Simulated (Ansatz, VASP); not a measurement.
# GaN in VASP and in Ansatz

```
Ga N
1.0
     3.15181    0.00788    0.00788
    -1.56908    2.72561    0.00288
     0.01285    0.01285    5.13840
Ga N
2 2
Direct
  0.33261 0.66627 0.99930
  0.66632 0.33295 0.49930
  0.33296 0.66706 0.37570
  0.66811 0.33372 0.87570
```

Change from the starting cell: equal xy, yz and zx engineering shears of +0.5 %.

Alike in both runs: functional LDA; k mesh 8 × 8 × 4; no spin polarisation.

Ansatz relaxed the structure, and its values are those at the end. VASP's run is a single point on that final structure, the one shown.

|  | VASP | Ansatz |
| --- | --- | --- |
| version | VASP 6.6.1 | Ansatz 0.2.0 |
| potentials or method | VASP PAW LDA potentials, release 64 (Ga_d, N), cutoff 520 eV | all-electron LAPW, scalar-relativistic |
| occupations | gaussian, width 0.01 eV | fixed |

Ansatz gave:

| Quantity | Value |
| --- | --- |
| gap on the k mesh at the Fermi level (eV) | 2.12 |
| pressure (GPa) | 0.2 |

Question: Which values does VASP return?

Answer: gap on the k mesh at the Fermi level (eV): 2.13; pressure (GPa): 1.1.

LDA's correlation is that of Perdew and Zunger in VASP and of Perdew and Wang (1992) in Ansatz. Ansatz ran all-electron here, and VASP with PAW potentials.
